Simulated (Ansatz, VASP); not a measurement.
## Two plane-wave programs on Sn2TeO2

File INCAR:

```
SYSTEM = Sn2TeO2
  ALGO = Normal
  EDIFF = 1E-7
  EDIFFG = -0.04
  ENCUT = 600
  GGA = PE
  IBRION = 2
  ISIF = 3
  ISMEAR = 0
  LASPH = .TRUE.
  LCHARG = .FALSE.
  LREAL = .FALSE.
  LWAVE = .FALSE.
  NELM = 100
  NSW = 90
  PREC = Accurate
  SIGMA = 0.1
```

File KPOINTS:

```
k-points
0
G
  2 2 4
  0 0 0
```

Contents of POSCAR:

```
Sn2TeO2
1.0
    7.5969625800      0.0000000000      0.0000000000
    0.0000000000      7.5969625800      0.0000000000
    0.0000000000      0.0000000000      3.8284894500
Sn Te O
4 2 4
Direct
    0.6714325000      0.1714325000      0.5000000000
    0.3285675000      0.8285675000      0.5000000000
    0.1714325000      0.3285675000      0.5000000000
    0.8285675000      0.6714325000      0.5000000000
    0.5000000000      0.5000000000      0.0000000000
    0.0000000000      0.0000000000      0.0000000000
    0.1204662200      0.6204662200      0.0000000000
    0.8795337800      0.3795337800      0.0000000000
    0.6204662200      0.8795337800      0.0000000000
    0.3795337800      0.1204662200      0.0000000000
```

Input for Ansatz:

```yaml
crystal:
  lattice:
    - [7.59696258, 0.0, 0.0]
    - [0.0, 7.59696258, 0.0]
    - [0.0, 0.0, 3.82848945]
  atoms:
    - { symbol: Sn, position: [0.6714325, 0.1714325, 0.5] }
    - { symbol: Sn, position: [0.3285675, 0.8285675, 0.5] }
    - { symbol: Sn, position: [0.1714325, 0.3285675, 0.5] }
    - { symbol: Sn, position: [0.8285675, 0.6714325, 0.5] }
    - { symbol: Te, position: [0.5, 0.5, 0.0] }
    - { symbol: Te, position: [0.0, 0.0, 0.0] }
    - { symbol: O, position: [0.12046622, 0.62046622, 0.0] }
    - { symbol: O, position: [0.87953378, 0.37953378, 0.0] }
    - { symbol: O, position: [0.62046622, 0.87953378, 0.0] }
    - { symbol: O, position: [0.37953378, 0.12046622, 0.0] }
basis:
  ecutwfc: 420
kpoints:
  mp_grid: { grid: [2, 2, 4] }
hamiltonian:
  xc: pbe
scf:
  occupations: { method: gaussian, width: 0.1 }
  lower_state_search: "off"
output:
  forces: true
  stress: true
  eigenvalues: true
relax:
  adjacent_minimum: "off"
  f_tol: 0.04
  max_steps: 70
  cell: { stress_tol: 0.4 }
```

Change from the starting cell: species swapped into the Er2InCu2 type (P4/mbm, No. 127).

Alike in both runs: task relaxation of cell and atoms; functional PBE; k mesh 2 × 2 × 4; occupations gaussian, width 0.1 eV; no spin polarisation.

|  | VASP | Ansatz |
| --- | --- | --- |
| version | VASP 6.6.1 | Ansatz 0.2.0 |
| potentials or method | VASP PAW PBE potentials, release 64 (Sn_d, Te, O), cutoff 600 eV | scalar-relativistic, plane waves, PAW |
| valence electrons in the cell | 92 | 112 |

VASP gave:

| Property | Result |
| --- | --- |
| gap on the k mesh at the Fermi level, each at its own relaxed structure (eV) | none |
| relaxed volume (Å³/atom) | 18.09 |
| relaxed length of the cell vector where the two differ most in proportion (Å) | 7.439 |

Question: Which values does Ansatz return?

Answer: gap on the k mesh at the Fermi level, each at its own relaxed structure (eV): none; relaxed volume (Å³/atom): 22.97; relaxed length of the cell vector where the two differ most in proportion (Å): 8.390.

A gap of «none» marks a metal or a gap that the smearing closes. One of these differences is far larger than is usual between the two programs; its cause wasn't traced. VASP's potentials hold 92 valence electrons a cell and Ansatz's 112, so a difference there can come from the potentials and not from the codes.

The k mesh is coarse, so the values compare programs but aren't converged. Spin-orbit coupling is off throughout. Noted on VASP's run: the volume moved by over 15 % at a fixed basis, so the end points are rough.
